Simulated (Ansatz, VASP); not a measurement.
# HgTe2: VASP beside Ansatz

```
CELL_PARAMETERS angstrom
4.79400 0.00000 0.00000
0.00000 4.79400 0.00000
0.00000 0.00000 7.31469
ATOMIC_POSITIONS crystal
Hg 0.00000 0.50000 0.70000
Hg 0.50000 0.00000 0.30000
Te 0.00000 0.00000 0.00000
Te 0.50000 0.50000 0.00000
Te 0.00000 0.50000 0.27000
Te 0.50000 0.00000 0.73000
```

Alike in both runs: task single point; functional PBE; k mesh 4 × 4 × 4; occupations gaussian, width 0.1 eV; no spin polarisation.

```csv
,VASP,Ansatz
version,VASP 6.6.1,Ansatz 0.2.0
potentials or method,"VASP PAW PBE potentials, release 64 (Hg, Te), cutoff 520 eV","scalar-relativistic, plane waves, PAW"
valence electrons in the cell,48,104
```

```csv
,VASP,Ansatz,Ansatz less VASP
gap on the k mesh at the Fermi level (eV),none,none,-
pressure (GPa),5.7,5.7,-0.02
"traceless stress, the component that is largest in VASP (GPa)",-2.26,-2.27,-0.006
rms of the force components (eV/Å),0.411,0.414,+0.0031
```

Atom by atom the forces differ by 0.006 eV/Å (rms over components). A gap of «none» marks a metal or a gap that the smearing closes. VASP's potentials hold 48 valence electrons a cell and Ansatz's 104, so a difference there can come from the potentials and not from the codes.

Neither program's run includes spin-orbit coupling.
